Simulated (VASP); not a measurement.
A run of VASP 6.6.1 is set up as follows.

The input INCAR:

```
PREC     = Accurate       # precision mode
ENCUT    = 520            # plane-wave cutoff, eV
EDIFF    = 1E-6           # SCF threshold, eV
ISMEAR   = -1             # smearing method
SIGMA    = 0.03           # smearing width, eV
LREAL    = False          # projectors in reciprocal space
LASPH    = True           # aspherical terms in the spheres
NELM     = 80             # most SCF steps
ALGO     = Normal         # electronic algorithm
ISIF     = 2              # what is computed and relaxed
LWAVE    = False          # write WAVECAR
LCHARG   = True           # write CHGCAR
GGA      = CA             # functional
LELF     = True           # ELF
LVHAR    = True         
NBANDS   = 12             # bands
```

The input KPOINTS:

```
Automatic mesh
0
Gamma
  12 12 12
```

File POSCAR:

```
Hg
1.0
    1.7242144574      0.9954756811      2.2265283723
   -1.7242144574      0.9954756811      2.2265283723
    0.0000000000     -1.9909513622      2.2265283723
Hg
1
Direct
    0.0000000000      0.0000000000      0.0000000000
```

Potentials or basis: VASP PAW LDA potentials, release 64 (Hg).

Launch:

```bash
$ cat potpaw_LDA.64/Hg/POTCAR > POTCAR
$ mpirun -np 1 vasp_std > vasp.out
```

What does it give for the pressure?

-0.6 GPa.

Predict the band gap on the k mesh.

zero (bands 6 and 7 overlap by 3.38 eV).

Stress tensor (GPa, compression positive):
```
-0.41  0.00  0.00
 0.00 -0.41  0.00
 0.00  0.00 -0.99
```

Caveat: spin-orbit coupling is left out, which moves the levels of the heavy elements.
